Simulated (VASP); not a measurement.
A run of VASP 6.6.1 is set up as follows.

Contents of POSCAR:

```
Ge
1.0
   -2.4541268391      2.4541268391      1.3994199567
    2.4541268391     -2.4541268391      1.3994199567
    2.4541268391      2.4541268391     -1.3994199567
Ge
2
Direct
    0.2500000000      0.7500000000      0.5000000000
    0.5000000000      0.5000000000      0.0000000000
```

File INCAR.step1:

```
SYSTEM = Ge
  PREC = Accurate
  ENCUT = 520
  ISMEAR = 0
  SIGMA = 0.1
  LREAL = .False.
  LASPH = .True.
  NELM = 80
  NBANDS = 21
  GGA = PE
  ALGO = Normal
  EDIFF = 1E-4
  LWAVE = .True.
  LCHARG = .False.
```

INCAR.step2

```
SYSTEM = Ge
  PREC = Accurate
  ENCUT = 520
  EDIFF = 1E-6
  ISMEAR = 0
  SIGMA = 0.1
  LREAL = .False.
  LASPH = .True.
  NELM = 80
  ALGO = Normal
  ISIF = 2
  LWAVE = .False.
  LCHARG = .False.
  METAGGA = R2SCAN
  LMIXTAU = .True.
  NBANDS = 21
  ISTART = 1
```

File KPOINTS:

```
Automatic mesh
0
Gamma
  8 8 8
  0 0 0
```

Potentials or basis: VASP PAW PBE potentials, release 64 (Ge_d).

Command:

```sh
$ cat potpaw_PBE.64/Ge_d/POTCAR > POTCAR
$ cp INCAR.step1 INCAR
$ mpirun -np 1 vasp_std > vasp.out
$ cp INCAR.step2 INCAR
$ mpirun -np 1 vasp_std > vasp.out
```

Question: Estimate the pressure.

Answer: 9.8 GPa.

Question: What does it give for the band gap on the k mesh?

Answer: Zero (band 14 reaches 10.33 eV, above the bottom of band 15 at 4.78 eV).

Stress tensor (GPa, compression positive):
```
9.97 0.00 0.00
0.00 9.97 0.00
0.00 0.00 9.56
```

Caveat: the PAW data sets were made with another functional, which shifts forces and pressure a little.
